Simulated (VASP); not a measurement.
Set up this calculation in VASP 6.6.1, as the native input.

```
Task                   : single point
Functional             : PBE
Potentials or basis    : VASP PAW PBE potentials, release 64 (Fe)
Cutoff                 : 520 eV
k mesh                 : 28 × 28 × 28
Occupations            : fermi-dirac, width 0.0612256 eV
Spin                   : no spin polarisation
Dipole correction      : no
Further INCAR settings : ALGO = Normal; EDIFF = 1e-06; NBANDS = 10
```

The structure of Fe lies in POSCAR:

```
Fe
1.0
   -1.3515774847      1.3515774847      1.3515774847
    1.3515774847     -1.3515774847      1.3515774847
    1.3515774847      1.3515774847     -1.3515774847
Fe
1
Direct
    0.0000000000      0.0000000000      0.0000000000
```

One way to write it, as run:

INCAR

```
SYSTEM = Fe
PREC = Accurate
ENCUT = 520
EDIFF = 1E-6
ISMEAR = -1
SIGMA = 0.06122561905347299
LREAL = .False.
LASPH = .True.
NELM = 80
ALGO = Normal
ISIF = 2
LWAVE = .False.
LCHARG = .False.
GGA = PE
NBANDS = 10
```

KPOINTS

```
regular mesh
0
Gamma
  28 28 28
  0 0 0
```

Potentials or basis: VASP PAW PBE potentials, release 64 (Fe).

Run with:

```console
$ cat potpaw_PBE.64/Fe/POTCAR > POTCAR
$ mpirun -np 1 vasp_std > vasp.out
```

Results of the run:

```
Pressure               : 17.5 GPa
Band gap on the k mesh : zero (band 4 reaches 8.56 eV, above the bottom of band 5 at 6.24 eV)
```

Caveat: the run has no spin polarisation, though such a crystal can be magnetic.

It took 94 s on 1 thread of AMD EPYC 7R13 (shared host), peak memory 0.14 GiB.
